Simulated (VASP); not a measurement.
Input of a VASP 6.6.1 run:

INCAR

```
SYSTEM = Al3Ga4N7
PREC     = Accurate       ! precision mode
ENCUT    = 520            ! plane-wave cutoff, eV
EDIFF    = 1E-7           ! SCF threshold, eV
ISMEAR   = 0              ! smearing method
SIGMA    = 0.1            ! smearing width, eV
LREAL    = .FALSE.        ! projectors in reciprocal space
LASPH    = .TRUE.         ! aspherical terms in the spheres
NELM     = 80             ! most SCF steps
ALGO     = Normal         ! electronic algorithm
ISIF     = 2              ! what is computed and relaxed
LWAVE    = .FALSE.        ! write WAVECAR
LCHARG   = .FALSE.        ! write CHGCAR
GGA      = PE             ! functional
NBANDS   = 61             ! bands
ISYM     = 0
```

Contents of KPOINTS:

```
regular mesh
0
G
  3 3 3
  0 0 0
```

POSCAR

```
Al3Ga4N7
1.0
    5.5569442031      0.0689096941      0.0857815479
    0.0741233906      5.6245974017     -0.0608471733
    0.0897902257     -0.0590646828      5.5956988422
Al N Ga
3 7 4
Direct
    0.5851172849      0.4434474401      0.3018234975
    0.0579605644      0.6110677901      0.6011179691
    0.0298882242      0.4426227983      0.1066490823
    0.5196773059      0.9567656781      0.6272318247
    0.7813373892      0.2077921737      0.1195971306
    0.7501631174      0.4536949878      0.6028398860
    0.0023028441      0.9422267961      0.5812795440
    0.7382952885      0.6730214049      0.1166584728
    0.2333337368      0.4694907323      0.8412076413
    0.2472570995      0.4314766844      0.3563330840
    0.7636686428      0.9418905448      0.3256832084
    0.7586581227      0.1428372276      0.7796144027
    0.2523701167      0.1686447006      0.5947800665
    0.5406606676      0.6541974432      0.8153877310
```

Potentials or basis: VASP PAW PBE potentials, release 64 (Al, N, Ga_d).

The run is started by

```console
$ cat potpaw_PBE.64/Al/POTCAR potpaw_PBE.64/N/POTCAR potpaw_PBE.64/Ga_d/POTCAR > POTCAR
$ mpirun -np 1 vasp_std > vasp.out
```

Question: Estimate the band gap on the k mesh.

Answer: 1.36 eV, direct.

Question: Estimate the largest force.

Answer: 0.042 eV/Å.

Forces in eV/Å, atoms in the order of the input:
```
Al  -0.006  0.012  0.011
Al  -0.012  0.013 -0.004
Al   0.002 -0.019  0.005
N   -0.014  0.012  0.007
N    0.018  0.020  0.004
N    0.015  0.006 -0.023
N    0.024 -0.035  0.001
N   -0.003 -0.012  0.014
N   -0.029  0.010  0.012
N    0.008  0.011 -0.011
Ga   0.002 -0.003 -0.027
Ga  -0.011  0.003  0.014
Ga   0.001 -0.025 -0.004
Ga   0.006  0.007  0.001
```
